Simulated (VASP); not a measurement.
Runs of VASP 6.6.1 on MnO2. The structure is that of space group P4_2/mnm (No. 136), or close to it. The cells are those of the table. 

```csv
level,spin,U,cell,k mesh,gap on the mesh (eV),pressure (GPa),moment (μB),largest force (eV/Å)
PBEsol,"collinear, ferromagnetic start",-,"a = 4.458, b = 4.458, c = 2.905 Å, 6 atoms",6 × 6 × 9,none,-11.1,6.00,0.20
PBEsol,"collinear, ferromagnetic start",-,"a = 4.430, b = 4.430, c = 2.886 Å, 6 atoms",6 × 6 × 9,none,-6.8,5.99,0.13
PBEsol,"collinear, ferromagnetic start",-,"a = 4.341, b = 4.341, c = 2.828 Å, 6 atoms",6 × 6 × 9,none,8.7,5.91,0.16
PBEsol,"collinear, ferromagnetic start",-,"a = 4.487, b = 4.487, c = 2.923 Å, 6 atoms",6 × 6 × 9,none,-14.7,6.00,0.27
r2SCAN,"collinear, ferromagnetic start",-,"a = 4.400, b = 4.400, c = 2.867 Å, 6 atoms",6 × 6 × 8,-,0.3,6.00,0.02
PBEsol,"collinear, ferrimagnetic start",-,"a = 4.400, b = 4.400, c = 2.867 Å, 6 atoms",6 × 6 × 9,none,-5.6,0.00,0.09
PBEsol,off,-,"a = 4.400, b = 4.400, c = 2.867 Å, 6 atoms",6 × 6 × 9,none,(a),-,0.19
PBEsol+U,"collinear, ferromagnetic start",Mn d U = 1.0 eV,"a = 4.392, b = 4.392, c = 2.857 Å, 6 atoms",6 × 6 × 9,none,1.0,6.00,0.03
PBEsol+U,"collinear, ferromagnetic start",Mn d U = 2.0 eV,"a = 4.390, b = 4.390, c = 2.871 Å, 6 atoms",6 × 6 × 9,none,1.1,6.00,0.03
PBEsol,"collinear, ferromagnetic start",-,"a = 4.311, b = 4.311, c = 2.809 Å, 6 atoms",6 × 6 × 9,none,15.1,(b),0.27
PBEsol,"collinear, ferromagnetic start",-,"a = 4.371, b = 4.371, c = 2.848 Å, 6 atoms",6 × 6 × 9,none,2.9,5.94,0.05
```

Alike in all rows: task single point; potentials or basis VASP PAW PBE potentials, release 64 (Mn_pv, O); cutoff (eV) 520; smearing fermi-dirac 0.05 eV.

Question: Fill in the values left out.

Answer: (a) -14.4; (b) 5.87.

Caveats: the PAW data sets were made with another functional, which shifts forces and pressure a little; semilocal functionals often make such compounds metallic where correlation or magnetic order opens a gap, which also shifts bond lengths (some runs).

A gap of «none» marks levels without a gap at the run's occupations.
